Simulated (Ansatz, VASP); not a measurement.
**V in VASP and in Ansatz**

INCAR

```
SYSTEM = V
ALGO     = Fast           ! electronic algorithm
EDIFF    = 1E-6           ! SCF threshold, eV
ENCUT    = 520            ! plane-wave cutoff, eV
GGA      = PE             ! functional
ISIF     = 2              ! what is computed and relaxed
ISMEAR   = 0              ! smearing method
LASPH    = .TRUE.         ! aspherical terms in the spheres
LCHARG   = .FALSE.        ! write CHGCAR
LREAL    = .FALSE.        ! projectors in reciprocal space
LWAVE    = .FALSE.        ! write WAVECAR
NBANDS   = 20             ! bands
NELM     = 80             ! most SCF steps
PREC     = Accurate       ! precision mode
SIGMA    = 0.15           ! smearing width, eV
```

The input KPOINTS:

```
k-points
0
G
  21 21 10
  0 0 0
```

File POSCAR:

```
V
1.0
    2.4740793975      0.0000000000      0.0000000000
   -1.2370396987      2.1426156093      0.0000000000
    0.0000000000      0.0000000000      4.6052526000
V
2
Direct
    0.6666666667      0.3333333333      0.7500000000
    0.3333333333      0.6666666667      0.2500000000
```

Input for Ansatz:

```yaml
crystal:
  lattice:
    - [2.4740793975, 0.0, 0.0]
    - [-1.2370396987, 2.1426156093, 0.0]
    - [0.0, 0.0, 4.6052526]
  atoms:
    - { symbol: V, position: [0.6666666667, 0.3333333333, 0.75] }
    - { symbol: V, position: [0.3333333333, 0.6666666667, 0.25] }
basis:
  ecutwfc: 420
kpoints:
  mp_grid: { grid: [21, 21, 10] }
hamiltonian:
  xc: pbe
scf:
  occupations: { method: gaussian, width: 0.15 }
output:
  forces: true
  stress: true
  eigenvalues: true
```

Change from the starting cell: strain -0.050 along x and y, -0.025 along z, atoms carried along.

Alike in both runs: task single point; functional PBE; k mesh 21 × 21 × 10; occupations gaussian, width 0.15 eV; no spin polarisation.

|  | VASP | Ansatz |
| --- | --- | --- |
| version | VASP 6.6.1 | Ansatz 0.2.0 |
| potentials or method | VASP PAW PBE potentials, release 64 (V_sv), cutoff 520 eV | scalar-relativistic, plane waves, PAW |
| valence electrons in the cell | 26 | 26 |

VASP gave:

| Item | Value |
| --- | --- |
| gap on the k mesh at the Fermi level (eV) | none |
| pressure (GPa) | 28.0 |
| traceless stress, the component that is largest in VASP (GPa) | -6.29 |

Task: Which values does Ansatz return?

Result: gap on the k mesh at the Fermi level (eV): none; pressure (GPa): 27.6; traceless stress, the component that is largest in VASP (GPa): -6.20.

A gap of «none» marks a metal or a gap that the smearing closes. With one functional, cell and mesh, what is left measures potentials, basis and numerics.
